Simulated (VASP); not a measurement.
# PbS (R-3m) in VASP: single point with LDA

Aim: the single point of PbS with LDA.

Everything below comes from runs of VASP 6.6.1. Logs are shortened: lines on timing, memory, paths and dates and some standing lists are left out, and cuts for length are marked.

### Step 1. The cell of the first run

Symmetry: R-3m, No. 166, trigonal system. Conventional cell: a = 4.151 Å, b = 4.151 Å, c = 10.476 Å, α = 90.00°, β = 90.00°, γ = 120.00°. Pb (site symmetry -3m) has 6 S at 2.97 Å within 3.9 Å. S (site symmetry -3m) has 6 Pb at 2.97 Å within 3.9 Å.

### Step 2. Single point, LDA (equal xy, yz and zx shear strains of +2 %)

INCAR

```
SYSTEM = PbS
ALGO = Normal ; EDIFF = 1E-6
ENCUT = 520 ; ISIF = 2
ISMEAR = -1 ; LASPH = .TRUE.
LCHARG = .FALSE. ; LREAL = .FALSE.
LWAVE = .FALSE. ; NBANDS = 17
NELM = 100 ; PREC = Accurate
SIGMA = 0.01
```

KPOINTS

```
k-points
0
G
  8 8 8
  0 0 0
```

POSCAR

```
PbS
1.0
    0.0593000000      2.9946500000      2.9946500000
    2.9946500000      0.0593000000      2.9946500000
    2.9946500000      2.9946500000      0.0593000000
Pb S
1 1
Direct
    0.0000000000      0.0000000000      0.0000000000
    0.5000000000      0.5000000000      0.5000000000
```

Potentials or basis: VASP PAW LDA potentials, release 64 (Pb_d, S).

The run is started by

```console
cat potpaw_LDA.64/Pb_d/POTCAR potpaw_LDA.64/S/POTCAR > POTCAR
mpirun -np 1 vasp_std > vasp.out
```

OUTCAR:

```text
SYSTEM = PbS
   EDIFF = 1E-6
   ENCUT = 520
   ISIF = 2
   ISMEAR = -1
   LASPH = .TRUE.
   LREAL = .FALSE.
   NELM = 100
   PREC = Accurate

 ion  position               nearest neighbor table
   1  0.000  0.000  0.000-   2 2.97   2 2.97   2 2.97   2 2.97   2 2.97   2 2.97
   2  0.500  0.500  0.500-   1 2.97   1 2.97   1 2.97   1 2.97   1 2.97   1 2.97

  LATTYP: Found a trigonal (rhomboedric) cell.
 ALAT       =     4.2354897869
 COS(alpha) =     0.5197000882

  Lattice vectors:

 A1 = (   0.0593000000,   2.9946500000,   2.9946500000)
 A2 = (   2.9946500000,   0.0593000000,   2.9946500000)
 A3 = (   2.9946500000,   2.9946500000,   0.0593000000)

Analysis of symmetry for initial positions (statically):
=====================================================================
 Subroutine PRICEL returns:
 Original cell was already a primitive cell.

 Routine SETGRP: Setting up the symmetry group for a
 trigonal (rhombohedral) supercell.

 Subroutine GETGRP returns: Found 12 space group operations
 (whereof 12 operations were pure point group operations)
 out of a pool of 12 trial point group operations.

The static configuration has the point symmetry D_3d.

Analysis of symmetry for dynamics (positions and initial velocities):
=====================================================================
 Subroutine PRICEL returns:
 Original cell was already a primitive cell.

 Routine SETGRP: Setting up the symmetry group for a
 trigonal (rhombohedral) supercell.

 Subroutine GETGRP returns: Found 12 space group operations
 (whereof 12 operations were pure point group operations)
 out of a pool of 12 trial point group operations.

The dynamic configuration has the point symmetry D_3d.

 Subroutine INISYM returns: Found 12 space group operations
 (whereof 12 operations are pure point group operations),
 and found     1 'primitive' translations

----------------------------------------------------------------------------------------

                                     Primitive cell

  volume of cell :      52.1164

  direct lattice vectors                    reciprocal lattice vectors
     0.059300000  2.994650000  2.994650000    -0.172007413  0.168667464  0.168667464
     2.994650000  0.059300000  2.994650000     0.168667464 -0.172007413  0.168667464
     2.994650000  2.994650000  0.059300000     0.168667464  0.168667464 -0.172007413

  length of vectors
     4.235489787  4.235489787  4.235489787     0.294081582  0.294081582  0.294081582

  position of ions in fractional coordinates (direct lattice)
     0.000000000  0.000000000  0.000000000
     0.500000000  0.500000000  0.500000000

  ion indices of the primitive-cell ions
   primitive index   ion index
                 1           1
                 2           2

----------------------------------------------------------------------------------------

 KPOINTS: k-points

Automatic generation of k-mesh.
 Grid dimensions read from file:
 generate k-points for:    8    8    8

 Generating k-lattice:

  Cartesian coordinates                     Fractional coordinates (reciprocal lattice)
    -0.021500927  0.021083433  0.021083433     0.125000000  0.000000000  0.000000000
     0.021083433 -0.021500927  0.021083433     0.000000000  0.125000000  0.000000000
     0.021083433  0.021083433 -0.021500927     0.000000000  0.000000000  0.125000000

  Length of vectors
     0.036760198  0.036760198  0.036760198

  Shift w.r.t. Gamma in fractional coordinates (k-lattice)
     0.000000000  0.000000000  0.000000000

 Subroutine IBZKPT returns following result:
 ===========================================

 Found     65 irreducible k-points:

 Following reciprocal coordinates:
            Coordinates               Weight
  0.000000  0.000000  0.000000      1.000000
  0.125000  0.000000  0.000000      6.000000
  0.250000  0.000000  0.000000      6.000000
  0.375000 -0.000000 -0.000000      6.000000
  0.500000  0.000000  0.000000      3.000000
  0.125000  0.125000  0.000000      6.000000
[... 16 lines left out ...]
  0.250000  0.125000  0.125000      6.000000
  0.375000  0.125000  0.125000      6.000000
 [... further k-points ...]
   k-points           NKPTS =     65   k-points in BZ     NKDIM =     65   number of bands    NBANDS=     17
   number of dos      NEDOS =    301   number of ions     NIONS =      2
   total plane-waves  NPLWV =  32768
   dimension x,y,z NGX =    32 NGY =   32 NGZ =   32
   dimension x,y,z NGXF=    64 NGYF=   64 NGZF=   64
   ions per type =               1   1
   NGX,Y,Z   is equivalent  to a cutoff of  12.56, 12.56, 12.56 a.u.
   NGXF,Y,Z  is equivalent  to a cutoff of  25.12, 25.12, 25.12 a.u.
 SYSTEM =  PbS
   PREC   = accura    normal or accurate (medium, high low for compatibility)
   ISTART =      0    job   : 0-new  1-cont  2-samecut
   ICHARG =      2    charge: 1-file 2-atom 10-const
   ISPIN  =      1    spin polarized calculation?
   LNONCOLLINEAR =      F non collinear calculations
   LSORBIT =      F    spin-orbit coupling
   LASPH  =      T    aspherical Exc in radial PAW
   ENCUT  =  520.0 eV  38.22 Ry    6.18 a.u.   7.88  7.88  7.88*2*pi/ulx,y,z
   NELM   =    100;   NELMIN=  2; NELMDL= -5     # of ELM steps
   EDIFF  = 0.1E-05   stopping-criterion for ELM
   LREAL  =      F    real-space projection
   EDIFFG = 0.1E-04   stopping-criterion for IOM
   NSW    =      0    number of steps for IOM
   IBRION =     -1    ionic relax: 0-MD 1-quasi-New 2-CG
   NFREE  =      0    steps in history (QN), initial steepest desc. (CG)
   ISIF   =      2    stress and relaxation
   ISYM   =      2    0-nonsym 1-usesym 2-fastsym
   POTIM  = 0.5000    time-step for ionic-motion
   TEBEG  =    0.0;   TEEND  =   0.0 temperature during run
   PSTRESS=    0.0 pullay stress
   NELECT =      20.0000    total number of electrons
   NUPDOWN=      -1.0000    fix difference up-down
   EMIN   =  10.00;   EMAX   =-10.00  energy-range for DOS
   EFERMI =   0.00;   METHOD = LEGACY
   ISMEAR =    -1;   SIGMA  =   0.01  broadening in eV -4-tet -1-fermi 0-gaus
   EFERMI_NEDOS =   21; number of points for ismear=-14 and -15
   IALGO  =     38    algorithm
   IMIX   =      4    mixing-type and parameters
     AMIX     =   0.40;   BMIX     =  1.00
     AMIX_MAG =   1.60;   BMIX_MAG =  1.00
  volume/ion in A,a.u.               =      26.06       175.85
  Fermi-wavevector in a.u.,A,eV,Ry     =   1.189670  2.248151 19.256535  1.415315
  Thomas-Fermi vector in A             =   2.325772
   LORBIT       =      0    0 simple, 1 ext, 2 COOP (PROOUT), +10 PAW based schemes
   GGA     = CA    functional components
   LHFCALC =     F    Hartree Fock is set to
   AEXX    =    0.0000 exact exchange contribution
   IVDW    =     0    specifies the selected vdW correction
   LEPSILON=     F    determine dielectric tensor
   LRPA    =     F    only Hartree local field effects (RPA)
 non-spin polarized calculation
  energy-cutoff  :      520.00
  volume of cell :       52.12
 maximum number of plane-waves:      1428
   NGX = 15   NGY = 15   NGZ = 15

 number of electron      19.9999997 magnetization

 Free energy of the ion-electron system (eV)
  ---------------------------------------------------
  ext. energy  EPLUGINS =         0.00000000
  ---------------------------------------------------
  free energy    TOTEN  =        -9.97881997 eV

  energy without entropy =       -9.97874653  energy(sigma->0) =       -9.97878325

 E-fermi :   5.7305     XC(G=0): -10.0346

 val. band max:        5.7270317881   @ k =   0.5000   0.5000   0.5000
 cond. band min:       5.7488954818   @ k =   0.5000   0.0000   0.0000
 fundamental gap:      0.0218636937
 Fermi energy:         5.7305474797

 k-point     1 :       0.0000    0.0000    0.0000
  band No.  band energies     occupation
      1     -11.1743      2.00000
      2     -11.1743      2.00000
      3     -11.1685      2.00000
      4     -11.1570      2.00000
      5     -11.1570      2.00000
      6      -7.9687      2.00000
[... 9 lines left out ...]
     16      12.3866      0.00000
     17      14.0599      0.00000

 k-point     2 :       0.1250    0.0000    0.0000
  band No.  band energies     occupation
      1     -11.1758      2.00000
      2     -11.1666      2.00000
      3     -11.1656      2.00000
      4     -11.1614      2.00000
      5     -11.1561      2.00000
      6      -7.8306      2.00000
[... 9 lines left out ...]
     16      12.7705      0.00000
     17      15.3380      0.00000

 k-point     3 :       0.2500    0.0000    0.0000
  band No.  band energies     occupation
      1     -11.1839      2.00000
      2     -11.1720      2.00000
      3     -11.1665      2.00000
      4     -11.1481      2.00000
      5     -11.1419      2.00000
      6      -7.4454      2.00000
[... 9 lines left out ...]
     16      13.6612      0.00000
     17      17.3663      0.00000

 k-point     4 :       0.3750   -0.0000   -0.0000
  band No.  band energies     occupation
      1     -11.1947      2.00000
      2     -11.1826      2.00000
      3     -11.1674      2.00000
      4     -11.1296      2.00000
      5     -11.1254      2.00000
      6      -6.9400      2.00000
[... 9 lines left out ...]
     16      14.9472      0.00000
     17      17.3083      0.00000

 k-point     5 :       0.5000    0.0000    0.0000
  band No.  band energies     occupation
      1     -11.1995      2.00000
      2     -11.1869      2.00000
      3     -11.1676      2.00000
      4     -11.1218      2.00000
      5     -11.1185      2.00000
      6      -6.6630      2.00000
[... 9 lines left out ...]
     16      15.9613      0.00000
     17      16.2882      0.00000

 k-point     6 :       0.1250    0.1250    0.0000
  band No.  band energies     occupation
      1     -11.1796      2.00000
      2     -11.1685      2.00000
      3     -11.1660      2.00000
      4     -11.1590      2.00000
      5     -11.1527      2.00000
      6      -7.7843      2.00000
[... 9 lines left out ...]
     16      13.5111      0.00000
     17      14.8911      0.00000

 k-point     7 :       0.2500    0.1250    0.0000
  band No.  band energies     occupation
      1     -11.1897      2.00000
      2     -11.1739      2.00000
      3     -11.1649      2.00000
      4     -11.1513      2.00000
      5     -11.1404      2.00000
      6      -7.4776      2.00000
[... 9 lines left out ...]
     16      14.1540      0.00000
     17      16.0568      0.00000

 k-point     8 :       0.3750    0.1250   -0.0000
  band No.  band energies     occupation
      1     -11.2021      2.00000
      2     -11.1769      2.00000
      3     -11.1673      2.00000
      4     -11.1412      2.00000
      5     -11.1240      2.00000
      6      -7.0003      2.00000
[... 9 lines left out ...]
     16      15.2557      0.00000
     17      17.1859      0.00000
[... 203 lines left out ...]
      1     -11.2971      2.00000
      2     -11.1893      2.00000
      3     -11.1414      2.00000
      4     -11.1162      2.00000
      5     -11.1078      2.00000
      6      -6.3122      2.00000
[... 9 lines left out ...]
     16      17.1282      0.00000
     17      17.4300      0.00000

 k-point    20 :      -0.3750    0.3750    0.0000
  band No.  band energies     occupation
      1     -11.2749      2.00000
      2     -11.1726      2.00000
      3     -11.1545      2.00000
      4     -11.1273      2.00000
      5     -11.1124      2.00000
      6      -6.2355      2.00000
[... 9 lines left out ...]
     16      16.3668      0.00000
     17      18.2272      0.00000

 k-point    21 :       0.5000    0.5000    0.0000
  band No.  band energies     occupation
      1     -11.3170      2.00000
      2     -11.1969      2.00000
      3     -11.1339      2.00000
      4     -11.1088      2.00000
      5     -11.1038      2.00000
      6      -6.2389      2.00000
[... 9 lines left out ...]
     16      17.6248      0.00000
     17      17.9380      0.00000

 k-point    22 :       0.1250    0.1250    0.1250
  band No.  band energies     occupation
      1     -11.1758      2.00000
      2     -11.1758      2.00000
      3     -11.1674      2.00000
      4     -11.1537      2.00000
      5     -11.1537      2.00000
      6      -7.8367      2.00000
[... 9 lines left out ...]
     16      12.7333      0.00000
     17      15.1383      0.00000

 k-point    23 :       0.2500    0.1250    0.1250
  band No.  band energies     occupation
      1     -11.1792      2.00000
      2     -11.1733      2.00000
      3     -11.1662      2.00000
      4     -11.1580      2.00000
      5     -11.1437      2.00000
      6      -7.6167      2.00000
[... 9 lines left out ...]
     16      13.6979      0.00000
     17      15.1136      0.00000

 k-point    24 :       0.3750    0.1250    0.1250
  band No.  band energies     occupation
      1     -11.1917      2.00000
      2     -11.1763      2.00000
      3     -11.1638      2.00000
      4     -11.1471      2.00000
      5     -11.1332      2.00000
      6      -7.1798      2.00000
[... 9 lines left out ...]
     16      14.9036      0.00000
     17      16.5487      0.00000

 [... further k-points ...]

------------------------ aborting loop because EDIFF is reached ----------------------------------------

  FORCE on cell =-STRESS in cart. coord.  units (eV):
  Direction    XX          YY          ZZ          XY          YZ          ZX
  --------------------------------------------------------------------------------------
  -------------------------------------------------------------------------------------
  Total       -0.8235574     -0.8235574     -0.8235574     -0.1380250     -0.1380250     -0.1380250
  in kB      -25.3180230    -25.3180230    -25.3180230     -4.2432031     -4.2432031     -4.2432031
  external PRESSURE =     -25.3180230 kB  Pullay stress =       0.0000000 kB

 VOLUME and BASIS-vectors are now :
 -----------------------------------------------------------------------------
  energy-cutoff  :      520.00
  volume of cell :       52.12
      direct lattice vectors                 reciprocal lattice vectors
     0.059300000  2.994650000  2.994650000    -0.172007413  0.168667464  0.168667464
     2.994650000  0.059300000  2.994650000     0.168667464 -0.172007413  0.168667464
     2.994650000  2.994650000  0.059300000     0.168667464  0.168667464 -0.172007413

 POSITION                                       TOTAL-FORCE (eV/Angst)
 -----------------------------------------------------------------------------------
      0.00000      0.00000      0.00000         0.000000      0.000000     -0.000000
      3.02430      3.02430      3.02430         0.000000     -0.000000      0.000000
 -----------------------------------------------------------------------------------
    total drift:                                0.000000     -0.000000     -0.000000

  FREE ENERGIE OF THE ION-ELECTRON SYSTEM (eV)
  ---------------------------------------------------
  free  energy   TOTEN  =        -9.9788199696 eV

  energy  without entropy=       -9.9787465299  energy(sigma->0) =       -9.97878325
```

It took 66 s on 1 thread of Intel Xeon 8259CL, shared host; peak memory 0.19 GiB.

What came out:

| Item | Value |
| --- | --- |
| Free energy | -9.9788 eV |
| Pressure | -2.5 GPa |
| Band gap on the k mesh | 0.02 eV (least direct gap 0.18 eV) |

Levels at points of the mesh, in eV from the valence-band top:
```
           k point  band 8  band 9  band 10  band 11  band 12  band 13
(0.00, 0.00, 0.00)   -2.44   -2.21    -2.21     4.95     4.95     4.97
(0.50, 0.00, 0.00)   -1.94   -1.86    -0.16     0.02     1.61     1.72
(0.50, 0.50, 0.00)   -5.38   -3.68    -3.49     3.61     5.21     5.43
(0.50, 0.50, 0.50)   -1.80   -1.80     0.00     0.24     1.89     1.89
```

Caveat: the cell differs from its parent crystal (equal xy, yz and zx shear strains of +2 %); spin-orbit coupling is left out, which moves the levels of the heavy elements.
